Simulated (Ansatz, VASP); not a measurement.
One calculation of Si3Ge, two programs

```
CELL_PARAMETERS angstrom
2.84772 0.00000 0.00000
0.00000 4.61854 0.00000
0.00000 0.00000 4.93240
ATOMIC_POSITIONS crystal
Si 0.50000 0.00000 0.83333
Si 0.50000 0.50000 0.16667
Si 0.00000 0.50000 0.66667
Ge 0.00000 0.00000 0.33333
```

Alike in both runs: task single point; functional PBE; k mesh 6 × 4 × 4; occupations gaussian, width 0.1 eV; no spin polarisation.

```csv
,VASP,Ansatz
version,VASP 6.6.1,Ansatz 0.2.0
potentials or method,"VASP PAW PBE potentials, release 64 (Si, Ge_d), cutoff 520 eV","scalar-relativistic, plane waves, PAW"
valence electrons in the cell,26,26
```

```tsv
	VASP	Ansatz	Ansatz less VASP
gap on the k mesh at the Fermi level (eV)	none	none	-
pressure (GPa)	-1.6	-1.6	-0.01
traceless stress, the component that is largest in VASP (GPa)	-2.66	-2.67	-0.007
rms of the force components (eV/Å)	0.110	0.110	-0.0003
```

Atom by atom the forces differ by 0.000 eV/Å (rms over components). A gap of «none» marks a metal or a gap that the smearing closes.

The k mesh is coarse, so the values compare programs but aren't converged.
